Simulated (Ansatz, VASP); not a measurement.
**One calculation of C, two programs**

INCAR

```
PREC     = Accurate       # precision mode
ENCUT    = 600            # plane-wave cutoff, eV
EDIFF    = 1E-6           # SCF threshold, eV
ISMEAR   = 0              # smearing method
SIGMA    = 0.1            # smearing width, eV
LREAL    = F              # projectors in reciprocal space
LASPH    = T              # aspherical terms in the spheres
NELM     = 100            # most SCF steps
ALGO     = Normal         # electronic algorithm
ISIF     = 3              # what is computed and relaxed
LWAVE    = F              # write WAVECAR
LCHARG   = F              # write CHGCAR
GGA      = PE             # functional
IBRION   = 2              # ionic algorithm
NSW      = 100            # ionic steps
EDIFFG   = -0.01          # ionic threshold
```

The input KPOINTS:

```
Automatic mesh
0
Gamma
  32 32 28
```

Contents of POSCAR:

```
C
1.0
    1.7003653719      0.0000000000      0.0000000000
    0.0000000000      1.7003653719      0.0000000000
    0.0000000000      0.0000000000      1.9752400224
C
1
Direct
    0.5000000000      0.5000000000      0.0000000000
```

Input for Ansatz:

```yaml
crystal:
  lattice:
    - [1.7003653719, 0.0, 0.0]
    - [0.0, 1.7003653719, 0.0]
    - [0.0, 0.0, 1.9752400224]
  atoms:
    - { symbol: C, position: [0.5, 0.5, 0.0] }
basis:
  ecutwfc: 420
kpoints:
  mp_grid: { grid: [32, 32, 28] }
hamiltonian:
  xc: pbe
scf:
  occupations: { method: gaussian, width: 0.1 }
output:
  forces: true
  stress: true
  eigenvalues: true
  write_density: true
  write_potential: true
  elf: true
  volumetric_format: npy
relax:
  adjacent_minimum: "off"
  f_tol: 0.01
  max_steps: 80
  cell: { stress_tol: 0.05 }
```

Alike in both runs: task relaxation of cell and atoms; functional PBE; k mesh 32 × 32 × 28; occupations gaussian, width 0.1 eV; no spin polarisation.

|  | VASP | Ansatz |
| --- | --- | --- |
| version | VASP 6.6.1 | Ansatz 0.2.0 |
| potentials or method | VASP PAW PBE potentials, release 64 (C), cutoff 600 eV | scalar-relativistic, plane waves, PAW |
| valence electrons in the cell | 4 | 4 |

```csv
,VASP,Ansatz,Ansatz less VASP
"gap on the k mesh at the Fermi level, each at its own relaxed structure (eV)",none,none,-
relaxed volume (Å³/atom),5.81,5.81,+0.001
relaxed cell length with the largest relative difference (Å),2.049,2.049,+0.0008
```

A gap of «none» marks a metal or a gap that the smearing closes.
